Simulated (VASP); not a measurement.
Set up this calculation in VASP 6.6.1, as the native input.

| Item | Value |
| --- | --- |
| Task | single point |
| Functional | PBE |
| Potentials or basis | VASP PAW PBE potentials, release 64 (Cu, O, Ni) |
| Cutoff | 520 eV |
| k mesh | 2 × 2 × 2 |
| Occupations | gaussian, width 0.05 eV |
| Spin | collinear spin, ferromagnetic start |
| Starting moments | [0.0, 0.0, 0.0, 0.0, 0.0, 0.0, 0.0, 0.0, 0.0, 0.0, 0.0, 0.0, 0.0, 0.0, 0.0, 0.0, 0.8] μB |
| Dipole correction | no |
| Further INCAR settings | LREAL = Auto; ALGO = Normal; EDIFF = 1e-06; NBANDS = 91 |

The structure of Cu8NiO8 (a cell with a defect) lies in POSCAR:

```
Cu8NiO8
1.0
    4.6927000000     -3.4283000000      0.0000000000
    4.6927000000      3.4283000000      0.0000000000
   -0.8519170000      0.0000000000      5.0658670000
Cu O Ni
8 8 1
Direct
    0.0045735611      0.3407432550      0.1661467043
    0.2743369414     -0.0284416233      0.4688830566
    0.0076116319      0.7267774041     -0.0064288142
    0.2678987656      0.4883127072      0.5095764803
    0.4903652168      0.2437252333     -0.0195572982
    0.7048493969     -0.0038225165      0.4587335457
    0.5048045829      0.7413145241     -0.0098500616
    0.7218019607      0.5086155431      0.5025955462
    0.3352622859      0.1861700770      0.2505949596
    0.2107646616      0.2613013026      0.7312417713
    0.2964876128      0.6865760814      0.2332847652
    0.2211401095      0.7884604721      0.7505563102
    0.7529289895      0.2225177351      0.2405070930
    0.6744580389      0.2979573367      0.7317074825
    0.7874087833      0.6886043246      0.2336948990
    0.7179273598      0.7879311552      0.7467786559
    0.9832376013      0.0905965882      0.7852222041
```

One way to write it, as run:

INCAR

```
SYSTEM = Cu8NiO8
PREC = Accurate
ENCUT = 520
EDIFF = 1E-6
ISMEAR = 0
SIGMA = 0.05
LREAL = Auto
LASPH = .TRUE.
NELM = 150
ALGO = Normal
ISIF = 2
LWAVE = .FALSE.
LCHARG = .FALSE.
ISPIN = 2
MAGMOM = 0 0 0 0 0 0 0 0 0 0 0 0 0 0 0 0 0.8
LORBIT = 11
LMAXMIX = 4
GGA = PE
NBANDS = 91
```

KPOINTS

```
regular mesh
0
G
  2 2 2
  0 0 0
```

Potentials or basis: VASP PAW PBE potentials, release 64 (Cu, O, Ni).

The run is started by

```console
$ cat potpaw_PBE.64/Cu/POTCAR potpaw_PBE.64/O/POTCAR potpaw_PBE.64/Ni/POTCAR > POTCAR
$ mpirun -np 1 vasp_std > vasp.out
```

It gave:

```
Pressure                                              : 20.6 GPa
Largest force                                         : 0.072 eV/Å
Net moment                                            : 0.50 μB per cell
Site moments                                          : Cu -0.00, +0.01, -0.03, -0.13, -0.01, +0.02, +0.10; O -0.03, +0.02, -0.01, +0.01, +0.03; Ni +0.48 μB
Valence electrons inside the program's atomic spheres : Cu 10.10, 10.02, 9.98, 9.94, 10.03, 9.97, 10.00; O 5.00, 4.96, 4.98, 4.99; Ni 9.46
```

Caveat: the k points lie up to 0.62 Å⁻¹ apart.

It took 24 min on 1 thread of AMD EPYC 7R13 Processor (Zen 3), with other jobs on the host, peak memory 0.41 GiB.
